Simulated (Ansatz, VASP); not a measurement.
## One calculation of HC20, two programs

```
C H
1.0
     4.92920    0.00000    0.00000
     0.00000    6.80541    0.00000
     0.00000    0.00000   22.23466
C H
20 1
Direct
  0.31229 0.25001 0.17990
  0.81229 0.25001 0.17990
  0.06226 0.25001 0.21191
  0.56226 0.25001 0.21191
  0.18720 0.74999 0.22791
  0.68720 0.74999 0.22791
  0.43717 0.74999 0.25992
  0.93717 0.74999 0.25992
  0.06211 0.25001 0.27592
  0.56211 0.25001 0.27592
  0.31204 0.25001 0.30710
  0.81204 0.25001 0.30710
  0.43711 0.74999 0.33093
  0.93711 0.74999 0.33093
  0.18666 0.74999 0.35655
  0.68666 0.74999 0.35655
  0.31195 0.25001 0.37405
  0.81195 0.25001 0.37405
  0.06217 0.25002 0.40183
  0.56217 0.25002 0.40183
  0.14550 0.75002 0.51427
```

Alike in both runs: task single point; functional PBE; dispersion D3(BJ); k mesh 6 × 4 × 1; occupations gaussian, width 0.1 eV; no spin polarisation.

|  | VASP | Ansatz |
| --- | --- | --- |
| version | VASP 6.6.1 | Ansatz 0.2.0 |
| potentials or method | VASP PAW PBE potentials, release 64 (C, H), cutoff 520 eV | scalar-relativistic, plane waves, PAW |
| valence electrons in the cell | 81 | 81 |

```tsv
	VASP	Ansatz	Ansatz less VASP
gap on the k mesh at the Fermi level (eV)	none	none	-
rms of the force components (eV/Å)	1.093	1.101	+0.0075
```

Atom by atom the forces differ by 0.012 eV/Å (rms over components). A gap of «none» marks a metal or a gap that the smearing closes. Ansatz's warnings: vacuum below fermi.
